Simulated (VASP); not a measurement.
Wanted: the native input for a VASP 6.6.1 run.

```
Task                   : single point
Functional             : r2SCAN
Potentials or basis    : VASP PAW PBE potentials, release 64 (Y_sv)
Cutoff                 : 550 eV
k mesh                 : 14 × 14 × 14
Occupations            : fermi-dirac, width 0.1 eV
Spin                   : no spin polarisation
Dipole correction      : no
Further INCAR settings : ALGO = Normal; EDIFF = 1e-06; NBANDS = 12
```

The system is Y.

```
CELL_PARAMETERS angstrom
0.00000 2.06267 2.06267
2.06267 0.00000 2.06267
2.06267 2.06267 0.00000
ATOMIC_POSITIONS crystal
Y 0.00000 0.00000 0.00000
```

This isn't the form of Y at room conditions, which is hcp.

One way to write it, as run:

POSCAR

```
Y
1.0
    0.0000000000      2.0626721116      2.0626721116
    2.0626721116      0.0000000000      2.0626721116
    2.0626721116      2.0626721116      0.0000000000
Y
1
Direct
    0.0000000000      0.0000000000      0.0000000000
```

INCAR.step1

```
  ALGO = Normal
  EDIFF = 1E-5
  ENCUT = 550
  GGA = PE
  GGA_COMPAT = F
  ISMEAR = -1
  LASPH = T
  LCHARG = F
  LREAL = F
  LWAVE = T
  NBANDS = 12
  NELM = 120
  PREC = Accurate
  SIGMA = 0.1
```

INCAR.step2

```
  ALGO = Normal
  EDIFF = 1E-6
  ENCUT = 550
  GGA_COMPAT = F
  ISIF = 2
  ISMEAR = -1
  ISTART = 1
  LASPH = T
  LCHARG = F
  LMIXTAU = T
  LREAL = F
  LWAVE = F
  METAGGA = R2SCAN
  NBANDS = 12
  NELM = 120
  PREC = Accurate
  SIGMA = 0.1
```

KPOINTS

```
k-points
0
Gamma
  14 14 14
```

Potentials or basis: VASP PAW PBE potentials, release 64 (Y_sv).

Launch:

```console
$ cat potpaw_PBE.64/Y_sv/POTCAR > POTCAR
$ cp INCAR.step1 INCAR
$ mpirun -np 1 vasp_std > vasp.out
$ cp INCAR.step2 INCAR
$ mpirun -np 1 vasp_std > vasp.out
```

It gave:

```yaml
Pressure: 60.2 GPa
Band_gap_on_the_k_mesh: zero (an odd number of electrons rules out a gap without spin polarisation)
```

Caveat: the cell stands under pressure; the PAW data sets were made with another functional, which shifts forces and pressure a little.

Wall time 59 s on 1 thread of Intel(R) Xeon(R) Platinum 8488C (Sapphire Rapids), with other jobs on the host, peak memory 0.18 GiB.
